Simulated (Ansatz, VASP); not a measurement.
# Ir in VASP and in Ansatz

```
CELL_PARAMETERS angstrom
0.00000 1.94136 1.94136
1.94136 0.00000 1.94136
1.94136 1.94136 0.00000
ATOMIC_POSITIONS crystal
Ir 0.00000 0.00000 0.00000
```

Alike in both runs: task single point; functional revPBE; k mesh 7 × 7 × 7; occupations fermi-dirac, width 0.1 eV; collinear spin.

```csv
,VASP,Ansatz
version,VASP 6.6.1,Ansatz 0.2.0
potentials or method,"VASP PAW PBE potentials, release 64 (Ir), cutoff 500 eV","plane waves (420 eV) with PAW, scalar-relativistic"
valence electrons in the cell,9,17
```

```csv
,VASP,Ansatz,Ansatz less VASP
net moment per atom (μB),0.00,0.00,0.000
```

VASP's potentials were made for PBE, not for revPBE. The functional is the same, so the differences come from potentials, cutoffs and numerics. VASP's potentials hold 9 valence electrons a cell and Ansatz's 17, so a difference there can come from the potentials and not from the codes. Ansatz's warnings: seeded moment not kept.

The k mesh is coarse, so the values compare programs but aren't converged. Spin-orbit coupling is off throughout.
